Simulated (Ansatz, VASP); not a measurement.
Ta in VASP and in Ansatz

INCAR

```
SYSTEM = Ta
PREC = Accurate
ENCUT = 520
EDIFF = 1E-8
ISMEAR = -1
SIGMA = 0.08
LREAL = .False.
LASPH = .True.
NELM = 100
ALGO = Normal
ISIF = 2
LWAVE = .False.
LCHARG = .False.
GGA = CA
LEFG = .True.
NBANDS = 12
```

File KPOINTS:

```
Automatic mesh
0
Gamma
  17 17 17
  0 0 0
```

Contents of POSCAR:

```
Ta
1.0
   -1.6512800000      1.6512800000      1.6512800000
    1.6512800000     -1.6512800000      1.6512800000
    1.6512800000      1.6512800000     -1.6512800000
Ta
1
Direct
    0.0000000000      0.0000000000      0.0000000000
```

Input for Ansatz:

```yaml
crystal:
  lattice:
    - [-1.65128, 1.65128, 1.65128]
    - [1.65128, -1.65128, 1.65128]
    - [1.65128, 1.65128, -1.65128]
  atoms:
    - { symbol: Ta, position: [0.0, 0.0, 0.0] }
kpoints:
  mp_grid: { grid: [17, 17, 17] }
  band_path:
    path:
      - [0.0, 0.0, 0.0]
      - [0.5, -0.5, 0.5]
      - [0.0, 0.0, 0.5]
      - [0.0, 0.0, 0.0]
      - [0.25, 0.25, 0.25]
      - [0.5, -0.5, 0.5]
      - [0.25, 0.25, 0.25]
      - [0.0, 0.0, 0.5]
    npoints: 5
scf:
  occupations: { method: fermi_dirac, width: 0.08 }
hamiltonian:
  xc: lda
  pseudopotentials: { kind: paw }
output:
  forces: true
  stress: true
  eigenvalues: true
  efg: { contact_densities: true }
```

Alike in both runs: task electric field gradients; functional LDA; k mesh 17 × 17 × 17; occupations fermi-dirac, width 0.08 eV; no spin polarisation.

```csv
,VASP,Ansatz
version,VASP 6.6.1,Ansatz 0.2.0
potentials or method,"VASP PAW LDA potentials, release 64 (Ta_pv)","PAW with Ansatz's default frozen-core files, scalar-relativistic"
plane-wave cutoff (eV),520,420
valence electrons in the cell,11,13
```

Ansatz gave:

| Item | Value |
| --- | --- |
| pressure (GPa) | -8.9 |

Question: Which values does VASP return?

Answer: Pressure (GPa): -8.2.

LDA's correlation is that of Perdew and Zunger in VASP and of Perdew and Wang (1992) in Ansatz. VASP's potentials hold 11 valence electrons a cell and Ansatz's 13, so a difference there can come from the potentials and not from the codes.

Neither program's run includes spin-orbit coupling.
